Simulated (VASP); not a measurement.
Set up this calculation in VASP 6.6.1, as the native input.

| Quantity | Value |
| --- | --- |
| Task | single point |
| Functional | r2SCAN0 |
| Potentials or basis | VASP PAW PBE potentials, release 64 (Ba_sv, S) |
| Cutoff | 520 eV |
| k mesh | 4 × 4 × 4 |
| Occupations | fermi-dirac, width 0.05 eV |
| Spin | no spin polarisation |
| Dipole correction | no |
| Grid for exact exchange (PRECFOCK) | Normal |
| Further INCAR settings | ALGO = Normal; EDIFF = 1e-06; NBANDS = 15 |
| Share of exact exchange | 0.25 |

Crystal: BaS.

```xyz
2
Lattice="0.0000 3.1938 3.1938 3.1938 0.0000 3.1938 3.1938 3.1938 0.0000" Properties=species:S:1:pos:R:3 pbc="T T T"
Ba    0.0000    0.0000    0.0000
S     3.1938    3.1938    3.1938
```

The input as run:

POSCAR

```
BaS
1.0
    0.0000000000      3.1937500000      3.1937500000
    3.1937500000      0.0000000000      3.1937500000
    3.1937500000      3.1937500000      0.0000000000
Ba S
1 1
Direct
    0.0000000000      0.0000000000      0.0000000000
    0.5000000000      0.5000000000      0.5000000000
```

INCAR.step1

```
PREC = Accurate
ENCUT = 520
EDIFF = 1E-5
ISMEAR = -1
SIGMA = 0.05
LREAL = F
LASPH = T
NELM = 60
ALGO = Normal
ISIF = 2
LWAVE = T
NBANDS = 15
GGA = PE
```

INCAR.step2

```
PREC = Accurate
ENCUT = 520
EDIFF = 1E-6
ISMEAR = -1
SIGMA = 0.05
LREAL = F
LASPH = T
NELM = 60
ALGO = Normal
ISIF = 2
LWAVE = F
LCHARG = T
METAGGA = R2SCAN
LHFCALC = T
AEXX = 0.25
LMIXTAU = T
PRECFOCK = Normal
LELF = T
LVHAR = T
NBANDS = 15
ISTART = 1
```

KPOINTS

```
regular mesh
0
Gamma
  4 4 4
```

Potentials or basis: VASP PAW PBE potentials, release 64 (Ba_sv, S).

The run is started by

```console
$ cat potpaw_PBE.64/Ba_sv/POTCAR potpaw_PBE.64/S/POTCAR > POTCAR
$ cp INCAR.step1 INCAR
$ mpirun -np 1 vasp_std > vasp.out
$ cp INCAR.step2 INCAR
$ mpirun -np 1 vasp_std > vasp.out
```

Results of the run:

```yaml
Pressure: 1.1 GPa
Band_gap_on_the_k_mesh: 3.95 eV (least direct gap 4.11 eV)
```

Caveat: the k points lie up to 0.43 Å⁻¹ apart; the PAW data sets were made with another functional, which shifts forces and pressure a little; spin-orbit coupling is left out, which moves the levels of the heavy elements.

Run time: 6.8 min on 1 thread of Intel(R) Xeon(R) Platinum 8488C (Sapphire Rapids) (shared host), peak memory 0.23 GiB.
